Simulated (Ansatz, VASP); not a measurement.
# Si4Mo in VASP and in Ansatz

```
CELL_PARAMETERS angstrom
0.00000 3.98201 4.29167
2.37614 0.00000 4.29167
2.37614 3.98201 0.00000
ATOMIC_POSITIONS crystal
Si 0.00000 0.50000 0.00000
Si 0.16962 0.83038 0.16962
Si 0.83038 0.16962 0.83038
Si 0.50000 0.00000 0.50000
Mo 0.50000 0.50000 0.50000
```

Alike in both runs: functional PBE; k mesh 8 × 8 × 8; occupations gaussian, width 0.1 eV; no spin polarisation.

Ansatz relaxed the structure, and its values are those at the end. VASP's run is a single point on that final structure, the one shown.

|  | VASP | Ansatz |
| --- | --- | --- |
| version | VASP 6.6.1 | Ansatz 0.2.0 |
| potentials or method | VASP PAW PBE potentials, release 64 (Si, Mo_sv), cutoff 520 eV | scalar-relativistic, plane waves, PAW |
| valence electrons in the cell | 30 | 30 |

```tsv
	VASP	Ansatz	Ansatz less VASP
gap on the k mesh at the Fermi level (eV)	none	none	-
pressure (GPa)	0.0	0.0	-0.04
```

A gap of «none» marks a metal or a gap that the smearing closes.
